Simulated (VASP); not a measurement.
## Se: single point with PBE

The system is Se.

```
CELL_PARAMETERS angstrom
4.35517 0.00000 0.00000
-2.17759 3.77169 0.00000
0.00000 0.00000 4.94945
ATOMIC_POSITIONS crystal
Se 0.78300 0.78300 0.50000
Se 0.00000 0.21700 0.83333
Se 0.21700 0.00000 0.16667
```

```yaml
Program: VASP 6.6.1
Task: single point
Functional: PBE
Potentials_or_basis: VASP PAW PBE potentials, release 64 (Se)
Cutoff: 500 eV
k_mesh: 3 × 3 × 2
Occupations: gaussian, width 0.01 eV
Spin: no spin polarisation
```

The pressure is 6.1 GPa, the largest force is 1.379 eV/Å and the band gap on the k mesh is 1.17 eV, direct.

Forces on the atoms (eV/Å):
```
Se  -0.690 -1.194  0.000
Se  -0.690  1.194  0.000
Se   1.379  0.000  0.000
```

Stress tensor (GPa, compression positive):
```
4.98 0.00 0.00
0.00 4.98 0.00
0.00 0.00 8.37
```

Levels at points of the mesh, in eV from the valence-band top:
| k point | band 5 | band 6 | band 7 | band 8 | band 9 | band 10 | band 11 | band 12 | band 13 | band 14 |
| --- | --- | --- | --- | --- | --- | --- | --- | --- | --- | --- |
| (0.00, 0.00, 0.00) | -3.78 | -3.58 | -1.98 | -1.98 | -0.19 | 2.26 | 2.26 | 2.67 | 6.23 | 6.60 |
| (0.00, 0.00, 0.50) | -3.28 | -3.28 | -1.36 | -1.36 | -1.01 | 1.48 | 1.64 | 1.64 | 6.33 | 7.60 |

Wall time 5.3 s on 1 thread of Intel(R) Xeon(R) 6975P-C (Granite Rapids) (shared host), peak memory 0.17 GiB.

Caveat: the k points lie up to 0.63 Å⁻¹ apart; forces of over 1 eV/Å act on the atoms, so gaps and moduli don't describe the material at rest. As with any semilocal functional, this PBE gap is likely too small.
